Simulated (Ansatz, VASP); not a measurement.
## One calculation of HfIn4SiO6, two programs

The input INCAR:

```
SYSTEM = HfIn4SiO6
ALGO = Normal ; EDIFF = 1E-7
ENCUT = 520 ; GGA = PE
ISIF = 2 ; ISMEAR = -1
LASPH = .True. ; LCHARG = .False.
LREAL = .False. ; LWAVE = .False.
NBANDS = 63 ; NELM = 80
PREC = Accurate ; SIGMA = 0.05
```

File KPOINTS:

```
k-points
0
Gamma
  6 6 3
  0 0 0
```

The input POSCAR:

```
HfIn4SiO6
1.0
    5.2420099395      0.0000000000      0.0000000000
   -2.6210099362      4.5397153174      0.0000000000
    0.0000000000      0.0000000000     10.4881817573
Hf In Si O
1 4 1 6
Direct
    0.6666700000      0.3333300000      0.0000000000
    0.0000000000      0.0000000000      0.3044600000
    0.0000000000      0.0000000000      0.6955400000
    0.3333300000      0.6666700000      0.7891900000
    0.3333300000      0.6666700000      0.2108100000
    0.0000000000      0.0000000000      0.0000000000
    0.9730000000      0.7049600000      0.8997200000
    0.2950400000      0.0270000000      0.1002800000
    0.2950400000      0.2680400000      0.8997200000
    0.7319600000      0.7049600000      0.1002800000
    0.7319600000      0.0270000000      0.8997200000
    0.9730000000      0.2680400000      0.1002800000
```

The input input.yaml:

```yaml
crystal:
  lattice:
    - [5.2420099395, 0.0, 0.0]
    - [-2.6210099362, 4.5397153174, 0.0]
    - [0.0, 0.0, 10.4881817573]
  atoms:
    - { symbol: Hf, position: [0.66667, 0.33333, 0.0] }
    - { symbol: In, position: [0.0, 0.0, 0.30446] }
    - { symbol: In, position: [0.0, 0.0, 0.69554] }
    - { symbol: In, position: [0.33333, 0.66667, 0.78919] }
    - { symbol: In, position: [0.33333, 0.66667, 0.21081] }
    - { symbol: Si, position: [0.0, 0.0, 0.0] }
    - { symbol: O, position: [0.973, 0.70496, 0.89972] }
    - { symbol: O, position: [0.29504, 0.027, 0.10028] }
    - { symbol: O, position: [0.29504, 0.26804, 0.89972] }
    - { symbol: O, position: [0.73196, 0.70496, 0.10028] }
    - { symbol: O, position: [0.73196, 0.027, 0.89972] }
    - { symbol: O, position: [0.973, 0.26804, 0.10028] }
hamiltonian:
  xc: pbe
  pseudopotentials: { kind: paw }
kpoints:
  mp_grid: { grid: [6, 6, 3] }
scf:
  occupations: { method: fermi_dirac, width: 0.05 }
output:
  forces: true
  stress: true
  eigenvalues: true
  write_density: true
  write_potential: true
  elf: true
  volumetric_format: npy
```

Alike in both runs: task single point; functional PBE; k mesh 6 × 6 × 3; occupations fermi-dirac, width 0.05 eV; no spin polarisation.

```csv
,VASP,Ansatz
version,VASP 6.6.1,Ansatz 0.2.0
potentials or method,"VASP PAW PBE potentials, release 64 (Hf_pv, In_d, Si, O)",Ansatz PAW
plane-wave cutoff (eV),520,420
valence electrons in the cell,102,118
```

|  | VASP | Ansatz | Ansatz less VASP |
| --- | --- | --- | --- |
| gap on the k mesh at the Fermi level (eV) | none | none | - |
| pressure (GPa) | 1.4 | 1.7 | +0.37 |
| traceless stress, the component that is largest in VASP (GPa) | 0.13 | -0.02 | -0.151 |
| rms of the force components (eV/Å) | 0.088 | 0.087 | -0.0005 |

Atom by atom the forces differ by 0.062 eV/Å (rms over components). A gap of «none» marks a metal or a gap that the smearing closes. VASP's potentials hold 102 valence electrons a cell and Ansatz's 118, so a difference there can come from the potentials and not from the codes.

Neither program's run includes spin-orbit coupling.
